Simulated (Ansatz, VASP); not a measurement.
## Two plane-wave programs on Ga

```xyz
4
Lattice="2.2309 -3.7787 0.0000 2.2309 3.7787 0.0000 0.0000 0.0000 4.4629" Properties=species:S:1:pos:R:3 pbc="T T T"
Ga    2.2309    1.1707    1.8699
Ga    2.2309    2.6081    4.1014
Ga    2.2309   -1.1707    2.5929
Ga    2.2309   -2.6081    0.3615
```

Alike in both runs: task single point; functional PBE; k mesh 7 × 7 × 6; occupations fermi-dirac, width 0.05 eV; no spin polarisation.

|  | VASP | Ansatz |
| --- | --- | --- |
| version | VASP 6.6.1 | Ansatz 0.2.0 |
| potentials or method | VASP PAW PBE potentials, release 64 (Ga_d) | Ansatz PAW |
| plane-wave cutoff (eV) | 520 | 420 |
| valence electrons in the cell | 52 | 52 |

```tsv
	VASP	Ansatz	Ansatz less VASP
gap on the k mesh at the Fermi level (eV)	none	none	-
pressure (GPa)	4.7	4.5	-0.16
traceless stress, the component that is largest in VASP (GPa)	-1.20	-1.20	+0.001
rms of the force components (eV/Å)	0.061	0.063	+0.0020
```

Atom by atom the forces differ by 0.002 eV/Å (rms over components). A gap of «none» marks a metal or a gap that the smearing closes.
